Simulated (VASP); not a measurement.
A run of VASP 6.6.1:

File INCAR:

```
PREC = Accurate
ENCUT = 520
EDIFF = 1E-6
ISMEAR = 0
SIGMA = 0.1
LREAL = False
LASPH = True
NELM = 80
ALGO = Normal
ISIF = 2
LWAVE = False
LCHARG = True
LDIPOL = True
IDIPOL = 3
DIPOL = 0.5 0.5 0.324
GGA = PE
LELF = True
LVHAR = True
LVACPOTAV = True
NBANDS = 60
```

Contents of KPOINTS:

```
regular mesh
0
Gamma
  4 5 1
```

Contents of POSCAR:

```
Zr8C
1.0
    6.4655797184      0.0000000000      0.0000000000
    0.0000000000      5.1691196971      0.0000000000
    0.0000000000      0.0000000000     18.9770873264
Zr C
8 1
Direct
    0.0000000000      0.7500000000      0.2107805024
    0.5000000000      0.7500000000      0.2107805024
    0.2500000000      0.2500000000      0.2599569661
    0.7500000000      0.2500000000      0.2599569661
    0.2500000000      0.7500000000      0.3477072663
    0.7500000000      0.7500000000      0.3477072663
    0.0000000000      0.2500000000      0.3940060557
    0.5000000000      0.2500000000      0.3940060557
    0.0625000000      0.2500000000      0.4923862313
```

Potentials or basis: VASP PAW PBE potentials, release 64 (Zr_sv, C).

The run is started by

```bash
$ cat potpaw_PBE.64/Zr_sv/POTCAR potpaw_PBE.64/C/POTCAR > POTCAR
$ mpirun -np 1 vasp_std > vasp.out
```

Hardware: 1 thread of Intel(R) Xeon(R) 6975P-C (Granite Rapids), with other jobs on the host.

Q: How long does it take, and how much memory?

A: Run time: 22 min on 1 thread of Intel(R) Xeon(R) 6975P-C (Granite Rapids) (shared host), peak memory 0.7 GiB. Counts: scf iterations 34, k points 9.
